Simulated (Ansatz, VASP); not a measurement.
# One calculation of Sn, two programs

The input INCAR:

```
PREC = Accurate ; ENCUT = 520
EDIFF = 1E-7 ; ISMEAR = -1
SIGMA = 0.05 ; LREAL = F
LASPH = T ; NELM = 80
ALGO = Fast ; ISIF = 2
LWAVE = F ; LCHARG = F
NBANDS = 21
```

Contents of KPOINTS:

```
Automatic mesh
0
Gamma
  9 9 9
```

File POSCAR:

```
Sn
1.0
   -2.9401404553      2.9401404553      1.5993019889
    2.9401404553     -2.9401404553      1.5993019889
    2.9401404553      2.9401404553     -1.5993019889
Sn
2
Direct
    0.0000000000      0.0000000000      0.0000000000
    0.7500000000      0.2500000000      0.5000000000
```

File input.yaml:

```yaml
crystal:
  lattice:
    - [-2.9401404553, 2.9401404553, 1.5993019889]
    - [2.9401404553, -2.9401404553, 1.5993019889]
    - [2.9401404553, 2.9401404553, -1.5993019889]
  atoms:
    - { symbol: Sn, position: [0.0, 0.0, 0.0] }
    - { symbol: Sn, position: [0.75, 0.25, 0.5] }
kpoints:
  mp_grid: { grid: [9, 9, 9] }
  band_path:
    path:
      - [0.0, 0.0, 0.0]
      - [0.0, 0.0, 0.5]
      - [-0.5, 0.5, 0.5]
      - [0.0, 0.0, 0.0]
      - [0.3239715651, 0.3239715651, -0.3239715651]
      - [0.25, 0.25, 0.25]
      - [0.0, 0.5, 0.0]
      - [-0.3239715651, 0.6760284349, 0.3239715651]
    npoints: 10
scf:
  occupations: { method: fermi_dirac, width: 0.05 }
hamiltonian:
  xc: lda
  pseudopotentials: { kind: all_electron, lapw: { basis_error: 0.001 } }
output:
  forces: true
  stress: true
  eigenvalues: true
```

Alike in both runs: functional LDA; k mesh 9 × 9 × 9; occupations fermi-dirac, width 0.05 eV; no spin polarisation.

```csv
,VASP,Ansatz
version,VASP 6.6.1,Ansatz 0.2.0
potentials or method,"VASP PAW LDA potentials, release 64 (Sn_d), cutoff 520 eV","all-electron LAPW, scalar-relativistic"
task,single point,band structure
```

```csv
,VASP,Ansatz,Ansatz less VASP
gap on the k mesh at the Fermi level (eV),none,none,-
pressure (GPa),-2.9,-2.8,+0.02
"traceless stress, the component that is largest in VASP (GPa)",-0.23,-0.22,+0.003
```

LDA's correlation is that of Perdew and Zunger in VASP and of Perdew and Wang (1992) in Ansatz. A gap of «none» marks a metal or a gap that the smearing closes. Ansatz ran all-electron here, and VASP with PAW potentials.
